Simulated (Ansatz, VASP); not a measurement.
**One calculation of NbTeN, two programs**

```
CELL_PARAMETERS angstrom
3.55213 0.00000 0.00000
0.00000 3.55213 0.00000
0.00000 0.00000 9.46048
ATOMIC_POSITIONS crystal
Nb 0.50000 0.00000 0.11438
Nb 0.00000 0.50000 0.88562
Te 0.50000 0.00000 0.69863
Te 0.00000 0.50000 0.30137
N 0.50000 0.50000 0.00000
N 0.00000 0.00000 0.00000
```

Alike in both runs: task single point; functional PBEsol; k mesh 5 × 5 × 2; occupations fermi-dirac, width 0.05 eV; no spin polarisation.

|  | VASP | Ansatz |
| --- | --- | --- |
| version | VASP 6.6.1 | Ansatz 0.2.0 |
| potentials or method | VASP PAW PBE potentials, release 64 (Nb_sv, Te, N), cutoff 520 eV | plane waves, PAW |
| valence electrons in the cell | 48 | 68 |

|  | VASP | Ansatz | Ansatz less VASP |
| --- | --- | --- | --- |
| pressure (GPa) | -3.1 | -3.0 | +0.09 |
| traceless stress, the component that is largest in VASP (GPa) | 0.26 | 0.23 | -0.028 |

VASP's potentials were made for PBE, not for PBEsol. VASP's potentials hold 48 valence electrons a cell and Ansatz's 68, so a difference there can come from the potentials and not from the codes.

Neither program's run includes spin-orbit coupling.
